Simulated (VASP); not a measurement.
# La2O3 (P-3m1) in VASP: vibrations by perturbation theory with PBEsol

Aim: the vibrations by perturbation theory of La2O3 with PBEsol.

Everything below comes from runs of VASP 6.6.1. Logs are shortened: lines on timing, memory, paths and dates and some standing lists are left out, and cuts for length are marked.

## 1. The cell of the first run

The structure is trigonal, space group P-3m1 (No. 164). The conventional cell has a = 3.931 Å, b = 3.931 Å, c = 6.112 Å, α = 90.00°, β = 90.00°, γ = 120.00°. Within 3.1 Å of La (site symmetry 3m) lie 7 O at 2.36 to 2.72 Å. Within 3.2 Å of O (site symmetry 3m) lie 4 La at 2.36 to 2.44 Å and 6 O at 2.89 to 3.14 Å. Within 3.6 Å of O (site symmetry -3m) lie 6 La at 2.72 Å and 6 O at 3.14 Å.

## 2. Vibrations by perturbation theory, PBEsol

File INCAR:

```
ALGO = Normal
EDIFF = 1E-8
ENCUT = 520
GGA = PS
IBRION = 8
ISIF = 2
ISMEAR = 0
LASPH = True
LCHARG = False
LREAL = False
LWAVE = False
NELM = 80
NSW = 1
PREC = Accurate
SIGMA = 0.01
```

File KPOINTS:

```
k-points
0
Gamma
  6 6 4
```

File POSCAR:

```
La2O3
1.0
    3.9307780000      0.0000000000      0.0000000000
   -1.9653890000      3.4041530000      0.0000000000
    0.0000000000      0.0000000000      6.1119540000
La O
2 3
Direct
    0.6666666667      0.3333333333      0.7537640000
    0.3333333333      0.6666666667      0.2462360000
    0.6666666667      0.3333333333      0.3541090000
    0.3333333333      0.6666666667      0.6458910000
    0.0000000000      0.0000000000      0.0000000000
```

Potentials or basis: VASP PAW PBE potentials, release 64 (La, O).

The run is started by

```console
cat potpaw_PBE.64/La/POTCAR potpaw_PBE.64/O/POTCAR > POTCAR
mpirun -np 1 vasp_std > vasp.out
```

OUTCAR:

```text
EDIFF = 1E-8
   ENCUT = 520
   GGA = PS
   IBRION = 8
   ISIF = 2
   ISMEAR = 0
   LASPH = True
   LREAL = False
   NELM = 80
   NSW = 1
   PREC = Accurate

 ion  position               nearest neighbor table
   1  0.667  0.333  0.754-   4 2.36   4 2.36   4 2.36   3 2.44   5 2.72   5 2.72   5 2.72
   2  0.333  0.667  0.246-   3 2.36   3 2.36   3 2.36   4 2.44   5 2.72   5 2.72   5 2.72
   3  0.667  0.333  0.354-   2 2.36   2 2.36   2 2.36   1 2.44
   4  0.333  0.667  0.646-   1 2.36   1 2.36   1 2.36   2 2.44
   5  0.000  0.000  0.000-   2 2.72   1 2.72   2 2.72   1 2.72   1 2.72   2 2.72

  LATTYP: Found a hexagonal cell.
 ALAT       =     3.9307780000
 C/A-ratio  =     1.5548967660

  Lattice vectors:

 A1 = (   3.9307780000,   0.0000000000,   0.0000000000)
 A2 = (  -1.9653890000,   3.4041530000,   0.0000000000)
 A3 = (   0.0000000000,   0.0000000000,   6.1119540000)

Analysis of symmetry for initial positions (statically):
=====================================================================
 Subroutine PRICEL returns:
 Original cell was already a primitive cell.

 Routine SETGRP: Setting up the symmetry group for a
 hexagonal supercell.

 Subroutine GETGRP returns: Found 12 space group operations
 (whereof 12 operations were pure point group operations)
 out of a pool of 24 trial point group operations.

The static configuration has the point symmetry D_3d.

Analysis of symmetry for dynamics (positions and initial velocities):
=====================================================================
 Subroutine PRICEL returns:
 Original cell was already a primitive cell.

 Routine SETGRP: Setting up the symmetry group for a
 hexagonal supercell.
[... 864 lines left out ...]
  free energy    TOTEN  =        -0.37373628 eV

  energy without entropy =       -0.37373628

------------------------ aborting loop because EDIFF is reached ----------------------------------------

 INTERNAL STRAIN TENSOR  FOR ION    5  DIRECTION 3   (eV/Angst):
 -----------------------------------------------------------------------------
    -0.00654  0.00000  0.00000
     0.00000 -0.00654 -0.00000
     0.00000 -0.00000 -0.00046

 INTERNAL STRAIN TENSOR FOR ION    5 for displacements in x,y,z  (eV/Angst):
          X           Y           Z          XY          YZ          ZX
  --------------------------------------------------------------------------------
  x     0.00000     0.00000     0.00000     0.00000     0.00000     0.00000
  y     0.00000     0.00000     0.00000     0.00000     0.00000     0.00000
  z     0.00000     0.00000     0.00000     0.00000     0.00000     0.00000

 SECOND DERIVATIVES (NOT SYMMETRIZED)
 ------------------------------------
               1X          1Y          1Z          2X          2Y          2Z          3X          3Y          3Z          4X          4Y          4Z          5X          5Y          5Z
  1X    -5.617308    0.000000    0.000000    0.790108    0.000000    0.000000    0.859068    0.000000    0.000000    4.092956    0.000000    0.000000   -0.124824    0.000000    0.000000
  1Y     0.000000   -5.617306    0.000000    0.000000    0.790108   -0.000000    0.000000    0.859068    0.000000    0.000000    4.092955    0.000000    0.000000   -0.124824    0.000000
  1Z    -0.000000   -0.000000  -11.948294    0.000000    0.000000    8.607584    0.000000    0.000000   -0.449290    0.000000   -0.000000    4.275728    0.000000   -0.000000   -0.485727
  2X     0.790108    0.000000    0.000000   -5.617308    0.000000    0.000000    4.092956    0.000000    0.000000    0.859068    0.000000    0.000000   -0.124824    0.000000    0.000000
  2Y     0.000000    0.790108   -0.000000    0.000000   -5.617306    0.000000    0.000000    4.092955    0.000000    0.000000    0.859068    0.000000    0.000000   -0.124824    0.000000
  2Z     0.000000    0.000000    8.607584   -0.000000   -0.000000  -11.948294    0.000000   -0.000000    4.275728    0.000000    0.000000   -0.449290    0.000000   -0.000000   -0.485727
  3X     0.861008    0.000000    0.000000    4.066625    0.000000    0.000000   -7.239142    0.000000    0.000000    1.136516    0.000000    0.000000    1.174993    0.000000    0.000000
  3Y     0.000000    0.861008    0.000000    0.000000    4.066624    0.000000    0.000000   -7.239139    0.000000    0.000000    1.136515    0.000000    0.000000    1.174993    0.000000
  3Z     0.000000    0.000000   -0.452584   -0.000000    0.000000    4.283442    0.000000    0.000000   -7.544347    0.000000   -0.000000    0.597550    0.000000    0.000000    3.115939
  4X     4.066625    0.000000    0.000000    0.861008    0.000000    0.000000    1.136516    0.000000    0.000000   -7.239142    0.000000    0.000000    1.174993    0.000000    0.000000
  4Y     0.000000    4.066624    0.000000    0.000000    0.861008    0.000000    0.000000    1.136515    0.000000    0.000000   -7.239139    0.000000    0.000000    1.174993    0.000000
  4Z    -0.000000    0.000000    4.283442    0.000000    0.000000   -0.452584    0.000000   -0.000000    0.597550    0.000000    0.000000   -7.544347    0.000000    0.000000    3.115939
  5X    -0.137944    0.000000    0.000000   -0.137944    0.000000    0.000000    1.174953    0.000000    0.000000    1.174953    0.000000    0.000000   -2.074019    0.000000    0.000000
  5Y     0.000000   -0.137944    0.000000    0.000000   -0.137944    0.000000    0.000000    1.174953    0.000000    0.000000    1.174953    0.000000    0.000000   -2.074018    0.000000
  5Z    -0.000000   -0.000000   -0.486019   -0.000000   -0.000000   -0.486019    0.000000    0.000000    3.119873    0.000000    0.000000    3.119873    0.000000    0.000000   -5.267707

 Eigenvectors and eigenvalues of the dynamical matrix
 ----------------------------------------------------

   1 f  =   12.798964 THz    80.418265 2PiTHz  426.927495 cm-1    52.932239 meV
             X         Y         Z           dx          dy          dz
      1.965389  1.134718  4.606971    -0.000000   -0.000000    0.078494
     -0.000000  2.269435  1.504983    -0.000000   -0.000000    0.078494
      1.965389  1.134718  2.164298     0.000000    0.000000   -0.544939
     -0.000000  2.269435  3.947656     0.000000    0.000000   -0.544939
      0.000000  0.000000  0.000000    -0.000000   -0.000000    0.627504
[... 105 lines left out ...]
  15 f/i=    0.013545 THz     0.085108 2PiTHz    0.451822 cm-1     0.056019 meV
             X         Y         Z           dx          dy          dz
      1.965389  1.134718  4.606971     0.652326   -0.000027    0.000000
     -0.000000  2.269435  1.504983     0.652326   -0.000027    0.000000
      1.965389  1.134718  2.164298     0.222308   -0.000009    0.000000
     -0.000000  2.269435  3.947656     0.222308   -0.000009    0.000000
      0.000000  0.000000  0.000000     0.223832   -0.000009    0.000000

--------------------------------------------------------------------------------------------------------

 ELASTIC MODULI CONTR FROM IONIC RELAXATION (kBar)
 Direction    XX          YY          ZZ          XY          YZ          ZX
 --------------------------------------------------------------------------------
 XX        -397.7312    227.9432   -102.0863     -0.0000    199.1972      0.0000
 YY         227.9432   -397.7309   -102.0863      0.0000   -199.1971     -0.0000
 ZZ        -102.0863   -102.0863   -242.9081      0.0000      0.0000     -0.0000
 XY          -0.0000      0.0000      0.0000   -312.8371     -0.0000    204.9688
 YZ         199.1972   -199.1971      0.0000     -0.0000   -152.9495      0.0000
 ZX           0.0000     -0.0000     -0.0000    204.9688      0.0000   -158.2108
 --------------------------------------------------------------------------------
```

It took 26 min on 1 thread of Intel Xeon Platinum 8488C (Sapphire Rapids), shared host; peak memory 0.56 GiB.

Results:

```yaml
Highest_phonon_frequency_at_Γ_LO-TO_splitting_left_out: 427 cm⁻¹
```

Phonon frequencies in cm⁻¹ (negative: imaginary):
```
              q point                                            frequencies
(0.000, 0.000, 0.000)  0 0 0 100 100 167 167 179 182 347 347 381 381 381 427
```

Caveat: the cell stands under pressure or tension, which shifts response properties; spin-orbit coupling is left out, which moves the levels of the heavy elements.
